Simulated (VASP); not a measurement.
A run of VASP 6.6.1 is set up as follows.

Contents of POSCAR:

```
CdSe
1.0
    4.1576760693      0.0000000000      0.0000000000
   -2.0788380347      3.6006530967      0.0000000000
    0.0000000000      0.0000000000      6.7873871785
Cd Se
2 2
Direct
    0.3333333333      0.6666666667      0.0047568960
    0.6666666667      0.3333333333      0.5047568960
    0.3333333333      0.6666666667      0.3802431040
    0.6666666667      0.3333333333      0.8802431040
```

File INCAR.step1:

```
PREC = Accurate
ENCUT = 600
ISMEAR = 0
SIGMA = 0.02
LREAL = F
LASPH = T
NELM = 100
GGA = PE
ALGO = Normal
EDIFF = 1E-4
LWAVE = T
LCHARG = F
```

INCAR.step2

```
PREC = Accurate
ENCUT = 600
EDIFF = 1E-6
ISMEAR = 0
SIGMA = 0.02
LREAL = F
LASPH = T
NELM = 100
ALGO = Normal
ISIF = 4
LWAVE = F
LCHARG = F
METAGGA = R2SCAN
LMIXTAU = T
IBRION = 2
NSW = 50
EDIFFG = -0.01
ISTART = 1
```

KPOINTS

```
regular mesh
0
Gamma
  6 6 4
```

Potentials or basis: VASP PAW PBE potentials, release 64 (Cd, Se).

Launch:

```bash
$ cat potpaw_PBE.64/Cd/POTCAR potpaw_PBE.64/Se/POTCAR > POTCAR
$ cp INCAR.step1 INCAR
$ mpirun -np 1 vasp_std > vasp.out
$ cp INCAR.step2 INCAR
$ mpirun -np 1 vasp_std > vasp.out
```

(1) Estimate the band gap on the k mesh.

## Answers

(1) 1.39 eV.
